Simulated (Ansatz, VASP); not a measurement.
# Al2O5: VASP beside Ansatz

```
Al O
1.0
     3.00000    0.00000    0.00000
    -1.50000    2.59808    0.00000
     0.00000    0.00000    9.30000
Al O
2 5
Cartesian
  0.0000 1.7321 0.9300
  1.5000 0.8660 8.3700
  0.0000 0.0000 4.0269
  0.0000 0.0000 5.2731
  1.5000 0.8660 1.8135
  0.0000 1.7321 7.4865
  0.0000 0.0000 0.0000
```

Alike in both runs: task relaxation of cell and atoms; functional PBE; k mesh 6 × 6 × 2; occupations gaussian, width 0.2 eV; no spin polarisation.

|  | VASP | Ansatz |
| --- | --- | --- |
| version | VASP 6.6.1 | Ansatz 0.2.0 |
| potentials or method | VASP PAW PBE potentials, release 64 (Al, O_h), cutoff 910 eV | scalar-relativistic, plane waves, PAW |
| valence electrons in the cell | 36 | 36 |

```tsv
	VASP	Ansatz	Ansatz less VASP
gap on the k mesh at the Fermi level, each at its own relaxed structure (eV)	none	none	-
relaxed volume (Å³/atom)	10.58	11.87	+1.293
relaxed cell length with the largest relative difference (Å)	10.389	11.645	+1.2558
```

A gap of «none» marks a metal or a gap that the smearing closes. One of these differences is far larger than is usual between the two programs; its cause wasn't traced.

The k mesh is coarse, so the values compare programs but aren't converged. Noted on VASP's run: the cutoff is short for stress, so the pressure is rough.
